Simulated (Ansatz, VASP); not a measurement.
As: VASP beside Ansatz

INCAR

```
PREC = Accurate
ENCUT = 500
EDIFF = 1E-6
ISMEAR = 0
SIGMA = 0.1
LREAL = F
LASPH = T
NELM = 120
ALGO = Normal
ISIF = 2
LWAVE = F
LCHARG = T
GGA = CA
LELF = T
LVHAR = T
NBANDS = 12
GGA_COMPAT = F
```

The input KPOINTS:

```
Automatic mesh
0
Gamma
  6 6 6
```

File POSCAR:

```
As
1.0
    1.8797494575      1.0852738553      3.4857700000
   -1.8797494575      1.0852738553      3.4857700000
    0.0000000000     -2.1705477106      3.4857700000
As
2
Direct
    0.2275400000      0.2275400000      0.2275400000
    0.7724600000      0.7724600000      0.7724600000
```

Input for Ansatz:

```yaml
crystal:
  lattice:
    - [1.8797494575, 1.0852738553, 3.48577]
    - [-1.8797494575, 1.0852738553, 3.48577]
    - [0.0, -2.1705477106, 3.48577]
  atoms:
    - { symbol: As, position: [0.22754, 0.22754, 0.22754] }
    - { symbol: As, position: [0.77246, 0.77246, 0.77246] }
basis:
  ecutwfc: 420
kpoints:
  mp_grid: { grid: [6, 6, 6] }
hamiltonian:
  xc: lda
scf:
  occupations: { method: gaussian, width: 0.1 }
output:
  forces: true
  stress: true
  eigenvalues: true
```

Alike in both runs: task single point; functional LDA; k mesh 6 × 6 × 6; occupations gaussian, width 0.1 eV; no spin polarisation.

```csv
,VASP,Ansatz
version,VASP 6.6.1,Ansatz 0.2.0
potentials or method,"VASP PAW LDA potentials, release 64 (As), cutoff 500 eV","scalar-relativistic, plane waves, PAW"
valence electrons in the cell,10,30
```

Ansatz gave:

```
gap on the k mesh at the Fermi level (eV)                     : none
pressure (GPa)                                                : -1.7
traceless stress, the component that is largest in VASP (GPa) : -0.92
rms of the force components (eV/Å)                            : 0.027
```

Problem. Which values does VASP return?

Solution. gap on the k mesh at the Fermi level (eV): none; pressure (GPa): -1.2; traceless stress, the component that is largest in VASP (GPa): -1.03; rms of the force components (eV/Å): 0.011.

LDA's correlation is that of Perdew and Zunger in VASP and of Perdew and Wang (1992) in Ansatz. Atom by atom the forces differ by 0.038 eV/Å (rms over components). A gap of «none» marks a metal or a gap that the smearing closes. VASP's potentials hold 10 valence electrons a cell and Ansatz's 30, so a difference there can come from the potentials and not from the codes.
